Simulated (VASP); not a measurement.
A run of VASP 6.6.1 is set up as follows.

The input INCAR:

```
SYSTEM = PbSe
ALGO = Normal
EDIFF = 1E-6
ENCUT = 520
GGA = PE
ISIF = 2
ISMEAR = 0
LASPH = .TRUE.
LCHARG = .FALSE.
LREAL = .FALSE.
LWAVE = .FALSE.
NBANDS = 28
NELM = 80
PREC = Accurate
SIGMA = 0.01
```

KPOINTS

```
k-points
0
G
  12 12 6
  0 0 0
```

The input POSCAR:

```
PbSe
1.0
    4.2698459120      0.0000000000      0.0000000000
   -2.1349229560      3.6977950300      0.0000000000
    0.0000000000      0.0000000000      7.6466623370
Pb Se
2 2
Direct
    0.3333333333      0.6666666667      0.2500000000
    0.6666666667      0.3333333333      0.7500000000
    0.0000000000      0.0000000000      0.0000000000
    0.0000000000      0.0000000000      0.5000000000
```

Potentials or basis: VASP PAW PBE potentials, release 64 (Pb_d, Se).

The run is started by

```sh
$ cat potpaw_PBE.64/Pb_d/POTCAR potpaw_PBE.64/Se/POTCAR > POTCAR
$ mpirun -np 1 vasp_std > vasp.out
```

Task: Predict the pressure.

Result: 0.0 GPa.

Task: What does it give for the band gap on the k mesh?

Result: 0.21 eV (least direct gap 0.26 eV).

Caveat: spin-orbit coupling is left out, which moves the levels of the heavy elements. A k mesh can miss the band edges.
